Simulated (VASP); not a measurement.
Set up this calculation in VASP 6.6.1, as the native input.

```
Task                   : single point
Functional             : LDA
Potentials or basis    : VASP PAW LDA potentials, release 64 (K_sv, Te, O)
Cutoff                 : 520 eV
k mesh                 : 5 × 5 × 5
Occupations            : fermi-dirac, width 0.1 eV
Spin                   : no spin polarisation
Dipole correction      : no
Further INCAR settings : ALGO = Normal; EDIFF = 1e-07; NBANDS = 24
```

The structure of KTeO3 lies in POSCAR:

```
KTeO3
1.0
    4.0114060535      0.0000000000      0.0000000000
    0.0000000000      4.0114060535      0.0000000000
    0.0000000000      0.0000000000      4.0114060535
K Te O
1 1 3
Direct
    0.0000000000      0.0000000000      0.0000000000
    0.5000000000      0.5000000000      0.5000000000
    0.5000000000      0.5000000000      0.0000000000
    0.0000000000      0.5000000000      0.5000000000
    0.5000000000      0.0000000000      0.5000000000
```

These files were run (other wordings do the same):

INCAR

```
ALGO     = Normal         # electronic algorithm
EDIFF    = 1E-7           # SCF threshold, eV
ENCUT    = 520            # plane-wave cutoff, eV
ISIF     = 2              # what is computed and relaxed
ISMEAR   = -1             # smearing method
LASPH    = True           # aspherical terms in the spheres
LCHARG   = False          # write CHGCAR
LREAL    = False          # projectors in reciprocal space
LWAVE    = False          # write WAVECAR
NBANDS   = 24             # bands
NELM     = 100            # most SCF steps
PREC     = Accurate       # precision mode
SIGMA    = 0.1            # smearing width, eV
```

KPOINTS

```
k-points
0
Gamma
  5 5 5
```

Potentials or basis: VASP PAW LDA potentials, release 64 (K_sv, Te, O).

Command:

```console
$ cat potpaw_LDA.64/K_sv/POTCAR potpaw_LDA.64/Te/POTCAR potpaw_LDA.64/O/POTCAR > POTCAR
$ mpirun -np 1 vasp_std > vasp.out
```

It gave:

- Pressure: 3.7 GPa

Caveat: an odd number of electrons without spin polarisation forces a metal; a magnetic or distorted state may lie lower.

Run time: 11 s on 1 thread of Intel(R) Xeon(R) 6975P-C (Granite Rapids) (shared host), peak memory 0.14 GiB.
